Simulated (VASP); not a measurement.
Runs of VASP 6.6.1 on SnO2. The structure is that of space group P6_3/mmc (No. 194), or close to it. The cells are those of the table. 

```csv
cell,gap on the mesh (eV),pressure (GPa),largest force (eV/Å)
"a = 3.212, b = 3.212, c = 11.118 Å, angles 90.0, 90.0, 120.0°, 6 atoms",2.15,(b),0.89
"a = 3.212, b = 3.212, c = 11.700 Å, angles 90.0, 90.0, 120.0°, 6 atoms",2.18,-7.7,1.55
"a = 3.212, b = 3.212, c = 11.894 Å, angles 90.0, 90.0, 120.0°, 6 atoms",2.18,-8.5,1.76
"a = 3.212, b = 3.212, c = 11.506 Å, angles 90.0, 90.0, 120.0°, 6 atoms",2.17,(a),1.34
```

Alike in all rows: task single point; level PBE+D3(BJ); potentials or basis VASP PAW PBE potentials, release 64 (Sn_d, O); no spin polarisation; k mesh 12 × 12 × 4; cutoff (eV) 520; smearing gaussian 0.05 eV.

Fill in the values left out.

(a) -6.8; (b) -4.7.

Caveats: spin-orbit coupling is left out, which moves the levels of the heavy elements; forces of over 1 eV/Å act on the atoms, so gaps and moduli don't describe the material at rest (at least some runs); the cell stands under tension (at least some runs); the stress differs along the axes, from -12 to -6 GPa (at least some runs); the stress differs along the axes, from -14 to -6 GPa (at least some runs); the stress differs along the axes, from -10 to -5 GPa (at least some runs).

A k mesh can miss the band edges, and the runs leave out spin-orbit coupling on Sn.
